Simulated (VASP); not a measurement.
The system is Ge2Sb2Te5.

```xyz
9
Lattice="4.2941 0.0000 0.0000 -2.1470 3.7188 0.0000 0.0000 0.0000 17.1013" Properties=species:S:1:pos:R:3 pbc="T T T"
Te    2.1470    1.2396    7.1807
Te    0.0000    2.4792    9.9206
Te    0.0000    2.4792    3.4466
Te    2.1470    1.2396   13.6547
Te    0.0000    0.0000    0.0000
Sb    0.0000    0.0000    5.4736
Sb    0.0000    0.0000   11.6278
Ge    2.1470    1.2396    1.7596
Ge    0.0000    2.4792   15.3417
```

- Program: VASP 6.6.1
- Task: relaxation of cell and atoms
- Functional: RPBE
- Dispersion: D4
- Potentials or basis: VASP PAW PBE potentials, release 64 (Te, Sb, Ge_d)
- Cutoff: 600 eV
- k mesh: 7 × 7 × 2
- Occupations: fermi-dirac, width 0.05 eV
- Spin: no spin polarisation

At the start: pressure -2.1 GPa; volume 30.34 Å³/atom.

Q: Where does the relaxation end?

A: Over 14 steps the energy falls by 19.9 meV/atom and the volume is 28.26 Å³/atom (-6.9 %); space group P-3m1 (No. 164, to 0.1 Å) before and after.

The path:
```csv
step,energy change (eV),largest force (eV/Å),pressure (GPa),volume (Å³)
1,0.0000,0.2049,-2.12,273.09
2,-0.1469,0.3486,-0.15,257.50
3,-0.1473,0.3638,-0.03,256.93
4,-0.1644,0.2026,0.05,255.44
5,-0.1693,0.1689,0.17,254.20
6,-0.1742,0.1011,-0.11,255.22
7,-0.1752,0.0681,-0.33,255.81
8,-0.1778,0.0562,-0.13,255.02
9,-0.1785,0.0473,0.00,254.41
10,-0.1785,0.0463,0.03,254.35
11,-0.1788,0.0320,0.00,254.36
12,-0.1789,0.0195,-0.01,254.36
13,-0.1790,0.0151,-0.04,254.36
14,-0.1790,0.0088,-0.02,254.36
```

Final structure:
```cif
data_structure
_symmetry_space_group_name_H-M 'P 1'
_symmetry_Int_Tables_number 1
_cell_length_a 4.1891
_cell_length_b 4.1891
_cell_length_c 16.7367
_cell_angle_alpha 90.000
_cell_angle_beta 90.000
_cell_angle_gamma 120.000
_cell_volume 254.36
loop_
_atom_site_label
_atom_site_type_symbol
_atom_site_fract_x
_atom_site_fract_y
_atom_site_fract_z
_atom_site_occupancy
Te1 Te 0.66667 0.33333 0.42294 1
Te2 Te 0.33333 0.66667 0.57706 1
Te3 Te 0.33333 0.66667 0.19952 1
Te4 Te 0.66667 0.33333 0.80048 1
Te5 Te 0.00000 0.00000 0.00000 1
Sb1 Sb 0.00000 0.00000 0.31875 1
Sb2 Sb 0.00000 0.00000 0.68125 1
Ge1 Ge 0.66667 0.33333 0.10096 1
Ge2 Ge 0.33333 0.66667 0.89904 1
```

Caveat: the PAW data sets were made with another functional, which shifts forces and pressure a little.
